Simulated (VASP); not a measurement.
Input of a VASP 6.6.1 run:

The input INCAR:

```
SYSTEM = Au
  PREC = Accurate
  ENCUT = 600
  EDIFF = 1E-7
  ISMEAR = 0
  SIGMA = 0.1
  LREAL = .False.
  LASPH = .True.
  NELM = 100
  ALGO = Fast
  ISIF = 3
  LWAVE = .False.
  LCHARG = .False.
  GGA = PS
  IBRION = 2
  NSW = 70
  EDIFFG = -0.008
  PSTRESS = 250.0
```

The input KPOINTS:

```
Automatic mesh
0
Gamma
  18 18 18
  0 0 0
```

POSCAR

```
Au
1.0
   -1.5620923305      1.5620923305      1.5620923305
    1.5620923305     -1.5620923305      1.5620923305
    1.5620923305      1.5620923305     -1.5620923305
Au
1
Direct
    0.0000000000      0.0000000000      0.0000000000
```

Potentials or basis: VASP PAW PBE potentials, release 64 (Au).

Command:

```console
$ cat potpaw_PBE.64/Au/POTCAR > POTCAR
$ mpirun -np 1 vasp_std > vasp.out
```

Task: Estimate the relaxed volume.

Result: 15.31 Å³/atom.

Task: What does it give for the relaxed cell?

Result: a = 2.710 Å, b = 2.710 Å, c = 2.710 Å, α = 109.47°, β = 109.47°, γ = 109.47°.

Task: What does it give for the band gap on the k mesh?

Result: Zero (an odd number of electrons rules out a gap without spin polarisation).

The path:
```
step  energy change (eV)  largest force (eV/Å)  pressure (GPa)  volume (Å³)
   1              0.0000                0.0000           26.42        15.25
   2             -0.0439                0.0000           20.34        15.55
   3             -0.0116                0.0000           24.81        15.32
   4             -0.0103                0.0000           25.11        15.31
   5             -0.0107                0.0000           25.03        15.31
```

Caveat: the cell is relaxed towards a set pressure, so the run minimises the enthalpy, not the energy; the PAW data sets were made with another functional, which shifts forces and pressure a little; spin-orbit coupling is left out, which moves the levels of the heavy elements.
